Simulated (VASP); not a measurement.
# CaMg2 (P-6m2) in VASP: single point with LDA

Aim: the single point of CaMg2 with LDA.

Everything below comes from runs of VASP 6.6.1. Logs are shortened: lines on timing, memory, paths and dates and some standing lists are left out, and cuts for length are marked.

## 1. The cell of the first run

It takes space group P-6m2 (No. 187, hexagonal). Conventional cell: a = 3.483 Å, b = 3.483 Å, c = 16.686 Å, α = 90.00°, β = 90.00°, γ = 120.00°. Ca (site symmetry 3m) has 6 Ca at 3.48 Å and 6 Mg at 3.51 Å within 4.6 Å. Mg (site symmetry -6m2) has 12 Mg at 3.28 to 3.48 Å within 4.3 Å. Mg (site symmetry 3m) has 9 Mg at 3.28 to 3.48 Å and 3 Ca at 3.51 Å within 4.3 Å. Within 4.6 Å of Mg (site symmetry -6m2) lie 6 Mg at 3.48 Å and 6 Ca at 3.51 Å.

## 2. Single point, LDA

Input file INCAR:

```
SYSTEM = CaMg2
PREC     = Accurate       ! precision mode
ENCUT    = 600            ! plane-wave cutoff, eV
EDIFF    = 1E-6           ! SCF threshold, eV
ISMEAR   = 1              ! smearing method
SIGMA    = 0.1            ! smearing width, eV
LREAL    = .FALSE.        ! projectors in reciprocal space
LASPH    = .TRUE.         ! aspherical terms in the spheres
NELM     = 120            ! most SCF steps
ALGO     = Normal         ! electronic algorithm
ISIF     = 2              ! what is computed and relaxed
LWAVE    = .FALSE.        ! write WAVECAR
LCHARG   = .FALSE.        ! write CHGCAR
NBANDS   = 23             ! bands
GGA_COMPAT= .FALSE.
```

Input file KPOINTS:

```
Automatic mesh
0
G
  8 8 2
  0 0 0
```

Input file POSCAR:

```
CaMg2
1.0
    3.4832870000      0.0000000000      0.0000000000
   -1.7416435000      3.0166150307      0.0000000000
    0.0000000000      0.0000000000     16.6860650000
Ca Mg
2 4
Direct
    0.0000000000      0.0000000000      0.3273930000
    0.0000000000      0.0000000000      0.6726070000
    0.0000000000      0.0000000000      0.0000000000
    0.6666666667      0.3333333333      0.1550000000
    0.6666666667      0.3333333333      0.8450000000
    0.6666666667      0.3333333333      0.5000000000
```

Potentials or basis: VASP PAW LDA potentials, release 64 (Ca_sv, Mg).

Run with:

```sh
$ cat potpaw_LDA.64/Ca_sv/POTCAR potpaw_LDA.64/Mg/POTCAR > POTCAR
$ mpirun -np 1 vasp_std > vasp.out
```

OUTCAR:

```text
SYSTEM = CaMg2
   PREC = Accurate
   ENCUT = 600
   EDIFF = 1E-6
   ISMEAR = 1
   LREAL = .FALSE.
   LASPH = .TRUE.
   NELM = 120
   ISIF = 2

 ion  position               nearest neighbor table
   1  0.000  0.000  0.327-
   2  0.000  0.000  0.673-
   3  0.000  0.000  0.000-   4 3.28   5 3.28   4 3.28   5 3.28   4 3.28   5 3.28
   4  0.667  0.333  0.155-   3 3.28   3 3.28   3 3.28
   5  0.667  0.333  0.845-   3 3.28   3 3.28   3 3.28
   6  0.667  0.333  0.500-

  LATTYP: Found a hexagonal cell.
 ALAT       =     3.4832870000
 C/A-ratio  =     4.7903216129

  Lattice vectors:

 A1 = (   3.4832870000,   0.0000000000,   0.0000000000)
 A2 = (  -1.7416435000,   3.0166150307,   0.0000000000)
 A3 = (   0.0000000000,   0.0000000000,  16.6860650000)

Analysis of symmetry for initial positions (statically):
=====================================================================
 Subroutine PRICEL returns:
 Original cell was already a primitive cell.

 Routine SETGRP: Setting up the symmetry group for a
 hexagonal supercell.

 Subroutine GETGRP returns: Found 12 space group operations
 (whereof 12 operations were pure point group operations)
 out of a pool of 24 trial point group operations.

The static configuration has the point symmetry D_3h.

Analysis of symmetry for dynamics (positions and initial velocities):
=====================================================================
 Subroutine PRICEL returns:
 Original cell was already a primitive cell.

 Routine SETGRP: Setting up the symmetry group for a
 hexagonal supercell.

 Subroutine GETGRP returns: Found 12 space group operations
 (whereof 12 operations were pure point group operations)
 out of a pool of 24 trial point group operations.

The dynamic configuration has the point symmetry D_3h.

 Subroutine INISYM returns: Found 12 space group operations
 (whereof 12 operations are pure point group operations),
 and found     1 'primitive' translations

----------------------------------------------------------------------------------------

                                     Primitive cell
[... 83 lines left out ...]
   NGXF,Y,Z  is equivalent  to a cutoff of  26.73, 26.73, 27.90 a.u.
 SYSTEM =  CaMg2
   PREC   = accura    normal or accurate (medium, high low for compatibility)
   ISTART =      0    job   : 0-new  1-cont  2-samecut
   ICHARG =      2    charge: 1-file 2-atom 10-const
   ISPIN  =      1    spin polarized calculation?
   LNONCOLLINEAR =      F non collinear calculations
   LSORBIT =      F    spin-orbit coupling
   LASPH  =      T    aspherical Exc in radial PAW
   ENCUT  =  600.0 eV  44.10 Ry    6.64 a.u.   6.96  6.96 33.33*2*pi/ulx,y,z
   NELM   =    120;   NELMIN=  2; NELMDL= -5     # of ELM steps
   EDIFF  = 0.1E-05   stopping-criterion for ELM
   LREAL  =      F    real-space projection
[... 7 lines left out ...]
   TEBEG  =    0.0;   TEEND  =   0.0 temperature during run
   PSTRESS=    0.0 pullay stress
   NELECT =      28.0000    total number of electrons
   NUPDOWN=      -1.0000    fix difference up-down
   EMIN   =  10.00;   EMAX   =-10.00  energy-range for DOS
   EFERMI =   0.00;   METHOD = LEGACY
   ISMEAR =     1;   SIGMA  =   0.10  broadening in eV -4-tet -1-fermi 0-gaus
   EFERMI_NEDOS =   21; number of points for ismear=-14 and -15
   IALGO  =     38    algorithm
   IMIX   =      4    mixing-type and parameters
     AMIX     =   0.40;   BMIX     =  1.00
     AMIX_MAG =   1.60;   BMIX_MAG =  1.00
  volume/ion in A,a.u.               =      29.22       197.20
  Fermi-wavevector in a.u.,A,eV,Ry     =   0.888191  1.678438 10.733414  0.788884
  Thomas-Fermi vector in A             =   2.009588
   LORBIT       =      0    0 simple, 1 ext, 2 COOP (PROOUT), +10 PAW based schemes
   GGA     = CA    functional components
   LHFCALC =     F    Hartree Fock is set to
   AEXX    =    0.0000 exact exchange contribution
   IVDW    =     0    specifies the selected vdW correction
   LEPSILON=     F    determine dielectric tensor
   LRPA    =     F    only Hartree local field effects (RPA)
 non-spin polarized calculation
 Methfessel and Paxton  Order N= 1 SIGMA  =   0.10
  energy-cutoff  :      600.00
  volume of cell :      175.33
 maximum number of plane-waves:      5887
 NGX is ok and might be reduce to    28
   NGX = 13   NGY = 13   NGZ = 67

 number of electron      27.9999999 magnetization

 Free energy of the ion-electron system (eV)
  ---------------------------------------------------
  ext. energy  EPLUGINS =         0.00000000
  ---------------------------------------------------
  free energy    TOTEN  =       -11.25631502 eV

  energy without entropy =      -11.25523693  energy(sigma->0) =      -11.25595566

 E-fermi :   2.0506     XC(G=0):  -8.3780

 val. band max:        2.0438771948   @ k =   0.3750   0.1250   0.0000
 cond. band min:       2.0767770586   @ k =   0.2500   0.0000   0.0000
 fundamental gap:      0.0328998638
 Fermi energy:         2.0505688648

 k-point     1 :       0.0000    0.0000    0.0000
  band No.  band energies     occupation
      1     -38.9890      2.00000
      2     -38.9890      2.00000
      3     -20.2827      2.00000
      4     -20.2818      2.00000
      5     -20.1465      2.00000
      6     -20.1465      2.00000
[... 509 lines left out ...]
     22       3.8377     -0.00000
     23       4.1489      0.00000

------------------------ aborting loop because EDIFF is reached ----------------------------------------

  FORCE on cell =-STRESS in cart. coord.  units (eV):
  Direction    XX          YY          ZZ          XY          YZ          ZX
  --------------------------------------------------------------------------------------
  -------------------------------------------------------------------------------------
  Total       -1.6457190     -1.6457190     -3.5481700      0.0000000      0.0000000     -0.0000000
  in kB      -15.0384540    -15.0384540    -32.4229049      0.0000000      0.0000000     -0.0000000
  external PRESSURE =     -20.8332710 kB  Pullay stress =       0.0000000 kB

 VOLUME and BASIS-vectors are now :
 -----------------------------------------------------------------------------
  energy-cutoff  :      600.00
  volume of cell :      175.33
      direct lattice vectors                 reciprocal lattice vectors
     3.483287000  0.000000000  0.000000000     0.287085158  0.165748693  0.000000000
    -1.741643500  3.016615031  0.000000000     0.000000000  0.331497387  0.000000000
     0.000000000  0.000000000 16.686065000     0.000000000  0.000000000  0.059930247

 POSITION                                       TOTAL-FORCE (eV/Angst)
 -----------------------------------------------------------------------------------
      0.00000      0.00000      5.46290         0.000000      0.000000      0.014103
      0.00000      0.00000     11.22316        -0.000000     -0.000000     -0.014103
      0.00000      0.00000      0.00000        -0.000000      0.000000     -0.000000
      1.74164      1.00554      2.58634        -0.000000      0.000000     -0.010355
      1.74164      1.00554     14.09972        -0.000000     -0.000000      0.010355
      1.74164      1.00554      8.34303        -0.000000      0.000000     -0.000000
 -----------------------------------------------------------------------------------
    total drift:                                0.000000     -0.000000      0.000000

  FREE ENERGIE OF THE ION-ELECTRON SYSTEM (eV)
  ---------------------------------------------------
  free  energy   TOTEN  =       -11.2563150226 eV

  energy  without entropy=      -11.2552369282  energy(sigma->0) =      -11.25595566
```

OSZICAR:

```text
N       E                     dE             d eps       ncg     rms          rms(c)
DAV:   1     0.203221099036E+03    0.20322E+03   -0.13210E+04   920   0.113E+03
DAV:   2     0.887486256067E+00   -0.20233E+03   -0.19732E+03  1046   0.285E+02
DAV:   3    -0.113083713090E+02   -0.12196E+02   -0.11821E+02  1731   0.514E+01
DAV:   4    -0.121188957733E+02   -0.81052E+00   -0.80657E+00  1294   0.128E+01
DAV:   5    -0.121661340707E+02   -0.47238E-01   -0.47231E-01  1441   0.238E+00    0.378E+00
DAV:   6    -0.122900883141E+02   -0.12395E+00   -0.12087E+01  1148   0.960E+00    0.401E+00
DAV:   7    -0.112799618514E+02    0.10101E+01   -0.97813E+00  1091   0.496E+00    0.210E+00
DAV:   8    -0.112663148912E+02    0.13647E-01   -0.28337E-01  1166   0.198E+00    0.112E+00
DAV:   9    -0.112571509331E+02    0.91640E-02   -0.40042E-02  1429   0.114E+00    0.123E-01
DAV:  10    -0.112565673662E+02    0.58357E-03   -0.27197E-03  1247   0.251E-01    0.815E-02
DAV:  11    -0.112563805022E+02    0.18686E-03   -0.14158E-03  1237   0.187E-01    0.334E-02
DAV:  12    -0.112563154342E+02    0.65068E-04   -0.28197E-04  1146   0.769E-02    0.583E-03
DAV:  13    -0.112563150222E+02    0.41201E-06   -0.17993E-05  1074   0.176E-02    0.108E-03
DAV:  14    -0.112563150226E+02   -0.36471E-09   -0.14833E-06   951   0.482E-03
   1 F= -.11256315E+02 E0= -.11255956E+02  d E =-.107809E-02
```

It took 2 min on 1 thread of Intel Xeon Platinum 8488C (Sapphire Rapids), shared host; peak memory 0.3 GiB.

What came out:

```
Free energy            : -11.2563 eV
Pressure               : -2.1 GPa
Largest force          : 0.014 eV/Å
Band gap on the k mesh : zero (bands 14 and 15 overlap by 1.15 eV)
```

Forces on the atoms (eV/Å):
```
Ca   0.000  0.000  0.014
Ca   0.000  0.000 -0.014
Mg   0.000  0.000  0.000
Mg   0.000  0.000 -0.010
Mg   0.000  0.000  0.010
Mg   0.000  0.000  0.000
```

The gap in the log of VASP goes by the Fermi energy; the results here count the filled bands.